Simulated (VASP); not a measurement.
# LiF: electric field gradients with LDA

The system is LiF.

```
Li F
1.0
     0.00000    2.04702    2.04702
     2.04702    0.00000    2.04702
     2.04702    2.04702    0.00000
Li F
1 1
Direct
  0.00000 0.00000 0.00000
  0.50000 0.50000 0.50000
```

This cell differs from its parent crystal: volume scaled by 1.05.

```
Program                : VASP 6.6.1
Task                   : electric field gradients
Functional             : LDA
Potentials or basis    : VASP PAW LDA potentials, release 64 (Li_sv, F)
Cutoff                 : 520 eV
k mesh                 : 10 × 10 × 10
Occupations            : fermi-dirac, width 0.03 eV
Spin                   : no spin polarisation
Dipole correction      : no
Further INCAR settings : ALGO = Normal; EDIFF = 1e-08; NBANDS = 12
```

| Property | Result |
| --- | --- |
| Band gap on the k mesh | 8.41 eV, direct |

Levels at points of the mesh, in eV from the valence-band top:
| k point | band 2 | band 3 | band 4 | band 5 | band 6 | band 7 | band 8 | band 9 |
| --- | --- | --- | --- | --- | --- | --- | --- | --- |
| (0.00, 0.00, 0.00) | -19.44 | 0.00 | 0.00 | 0.00 | 8.41 | 22.84 | 22.84 | 22.84 |
| (0.50, 0.00, 0.00) | -19.02 | -2.44 | -0.22 | -0.22 | 10.13 | 15.81 | 18.04 | 18.04 |
| (0.50, 0.50, 0.00) | -18.77 | -2.91 | -0.96 | -0.96 | 13.97 | 15.80 | 16.55 | 19.21 |

It took 16 s on 1 thread of AMD EPYC 7R43 64-Core Processor (Zen 3), on a shared host, peak memory 0.09 GiB.

Caveat: without QUAD_EFG the Cq values of the log hold for a quadrupole moment of 1 mb, not for the nuclei. A k mesh can miss the band edges.
